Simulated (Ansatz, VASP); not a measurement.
# In: VASP beside Ansatz

File INCAR:

```
PREC = Accurate
ENCUT = 520
EDIFF = 1E-7
ISMEAR = -1
SIGMA = 0.1
LREAL = False
LASPH = True
NELM = 60
ALGO = Normal
ISIF = 2
LWAVE = False
LCHARG = True
GGA = PE
LELF = True
LVHAR = True
NBANDS = 26
```

Contents of KPOINTS:

```
regular mesh
0
Gamma
  8 8 10
```

File POSCAR:

```
In
1.0
    5.2234020650      0.0000000000      0.0000000000
   -2.6117010325      4.5235988825      0.0000000000
    0.0000000000      0.0000000000      3.1927938294
In
3
Direct
    0.0000000000      0.0000000000      0.0000000000
    0.3333333333      0.6666666667      0.5000000000
    0.6666666667      0.3333333333      0.5000000000
```

Input for Ansatz:

```yaml
crystal:
  lattice:
    - [5.223402065, 0.0, 0.0]
    - [-2.6117010325, 4.5235988825, 0.0]
    - [0.0, 0.0, 3.1927938294]
  atoms:
    - { symbol: In, position: [0.0, 0.0, 0.0] }
    - { symbol: In, position: [0.3333333333, 0.6666666667, 0.5] }
    - { symbol: In, position: [0.6666666667, 0.3333333333, 0.5] }
kpoints:
  mp_grid: { grid: [8, 8, 10] }
scf:
  occupations: { method: fermi_dirac, width: 0.1 }
hamiltonian:
  xc: pbe
  pseudopotentials: { kind: paw }
output:
  forces: true
  stress: true
  eigenvalues: true
  populations: true
  write_density: true
  write_potential: true
  elf: true
  volumetric_format: npy
```

Change from the starting cell: volume scaled by 0.9, PAW files.

Alike in both runs: task single point; functional PBE; k mesh 8 × 8 × 10; occupations fermi-dirac, width 0.1 eV; no spin polarisation.

|  | VASP | Ansatz |
| --- | --- | --- |
| version | VASP 6.6.1 | Ansatz 0.2.0 |
| potentials or method | VASP PAW PBE potentials, release 64 (In_d) | PAW with Ansatz's default frozen-core files, scalar-relativistic |
| plane-wave cutoff (eV) | 520 | 420 |
| valence electrons in the cell | 39 | 39 |

```tsv
	VASP	Ansatz	Ansatz less VASP
pressure (GPa)	4.7	4.7	+0.03
```
